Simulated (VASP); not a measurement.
Wanted: the native input for a VASP 6.6.1 run.

- Task: single point
- Functional: PBEsol
- Potentials or basis: VASP PAW PBE potentials, release 64 (Li_sv)
- Cutoff: 520 eV
- k mesh: 18 × 18 × 18
- Occupations: gaussian, width 0.15 eV
- Spin: no spin polarisation
- Dipole correction: no
- Further INCAR settings: ALGO = Normal; EDIFF = 1e-06; NBANDS = 8

The structure of Li lies in POSCAR:

```
Li
1.0
    0.0000000000      2.1359400000      2.2020000000
    2.1359400000      0.0000000000      2.2020000000
    2.1359400000      2.1359400000      0.0000000000
Li
1
Direct
    0.0000000000      0.0000000000      0.0000000000
```

This cell differs from its parent crystal: strain -0.030 along x and y, +0.000 along z.

These files were run (other wordings do the same):

INCAR

```
SYSTEM = Li
PREC = Accurate ; ENCUT = 520
EDIFF = 1E-6 ; ISMEAR = 0
SIGMA = 0.15 ; LREAL = .FALSE.
LASPH = .TRUE. ; NELM = 60
ALGO = Normal ; ISIF = 2
LWAVE = .FALSE. ; LCHARG = .FALSE.
GGA = PS ; NBANDS = 8
```

KPOINTS

```
Automatic mesh
0
G
  18 18 18
  0 0 0
```

Potentials or basis: VASP PAW PBE potentials, release 64 (Li_sv).

Launch:

```bash
$ cat potpaw_PBE.64/Li_sv/POTCAR > POTCAR
$ mpirun -np 1 vasp_std > vasp.out
```

It gave:

| Item | Value |
| --- | --- |
| Band gap on the k mesh | zero (an odd number of electrons rules out a gap without spin polarisation) |

Caveat: the cell differs from its parent crystal (strain -0.030 along x and y, +0.000 along z).

Wall time 18 s on 1 thread of Intel(R) Xeon(R) 6975P-C (Granite Rapids), on a shared host, peak memory 0.17 GiB.
